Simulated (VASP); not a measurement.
A run of VASP 6.6.1 is set up as follows.

POSCAR

```
AgI
1.0
    4.6017932288      0.0000000000      0.0000000000
   -2.3008966144      3.9852698391      0.0000000000
    0.0000000000      0.0000000000      7.5229940091
Ag I
2 2
Direct
    0.6666666667      0.3333333333      0.6275898939
    0.3333333333      0.6666666667      0.1275898939
    0.6666666667      0.3333333333      0.0024101061
    0.3333333333      0.6666666667      0.5024101061
```

Contents of INCAR.step1:

```
  PREC = Accurate
  ENCUT = 550
  ISMEAR = 0
  SIGMA = 0.01
  LREAL = F
  LASPH = T
  NELM = 120
  NBANDS = 26
  GGA = PE
  ALGO = Normal
  EDIFF = 1E-5
  LWAVE = T
  LCHARG = F
  GGA_COMPAT = F
```

Contents of INCAR.step2:

```
  PREC = Accurate
  ENCUT = 550
  EDIFF = 1E-6
  ISMEAR = 0
  SIGMA = 0.01
  LREAL = F
  LASPH = T
  NELM = 120
  ALGO = Normal
  ISIF = 2
  LWAVE = F
  LCHARG = F
  METAGGA = R2SCAN
  LMIXTAU = T
  NBANDS = 26
  ISTART = 1
  GGA_COMPAT = F
```

Contents of KPOINTS:

```
Automatic mesh
0
Gamma
  6 6 4
```

Potentials or basis: VASP PAW PBE potentials, release 64 (Ag, I).

Launch:

```sh
$ cat potpaw_PBE.64/Ag/POTCAR potpaw_PBE.64/I/POTCAR > POTCAR
$ cp INCAR.step1 INCAR
$ mpirun -np 1 vasp_std > vasp.out
$ cp INCAR.step2 INCAR
$ mpirun -np 1 vasp_std > vasp.out
```

Q: What does it give for the band gap on the k mesh?

A: 1.83 eV, direct.

Q: Estimate the pressure.

A: 0.9 GPa.

Caveat: the PAW data sets were made with another functional, which shifts forces and pressure a little; spin-orbit coupling is left out, which moves the levels of the heavy elements. r2SCAN opens gaps a little over a GGA but as a rule still falls short of measured ones.
